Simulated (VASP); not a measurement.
The system is Si2As.

```
Si As
1.0
     5.15168    0.00000    0.00000
     0.00000    6.38961    0.00000
     0.00000    0.00000    3.54410
Si As
4 2
Direct
  0.17231 0.37940 0.00000
  0.82769 0.62060 0.00000
  0.67231 0.12060 0.50000
  0.32769 0.87940 0.50000
  0.00000 0.00000 0.00000
  0.50000 0.50000 0.50000
```

* Program: VASP 6.6.1
* Task: relaxation of cell and atoms
* Functional: PBE
* Potentials or basis: VASP PAW PBE potentials, release 64 (Si, As)
* Cutoff: 600 eV
* k mesh: 8 × 6 × 10
* Occupations: gaussian, width 0.1 eV
* Spin: no spin polarisation

At the start: pressure 0.2 GPa; volume 19.44 Å³/atom.

Question: Where does the relaxation end?

Answer: Over 11 steps the energy falls by 2.9 meV/atom and the volume is 19.34 Å³/atom (-0.5 %); space group Pnnm (No. 58, to 0.1 Å) before and after.

The path:
```csv
step,energy change (eV),largest force (eV/Å),pressure (GPa),volume (Å³)
1,0.0000,0.1006,0.18,116.66
2,-0.0124,0.0730,-0.35,117.03
3,-0.0126,0.0899,-0.43,117.08
4,-0.0154,0.0748,0.00,116.25
5,-0.0156,0.0702,0.17,115.93
6,-0.0167,0.0328,0.07,116.05
7,-0.0169,0.0284,-0.01,116.14
8,-0.0172,0.0157,-0.03,116.14
9,-0.0174,0.0030,-0.06,116.13
10,-0.0174,0.0038,0.08,115.92
11,-0.0174,0.0005,0.01,116.03
```

Final structure:
```xyz
6
Lattice="5.1503 0.0000 0.0000 0.0000 6.4671 0.0000 0.0000 0.0000 3.4835" Properties=species:S:1:pos:R:3 pbc="T T T"
Si    0.8763    2.4378    0.0000
Si    4.2740    4.0293    3.4835
Si    3.4515    0.7958    1.7417
Si    1.6988    5.6714    1.7417
As    0.0000    0.0000    0.0000
As    2.5752    3.2336    1.7417
```
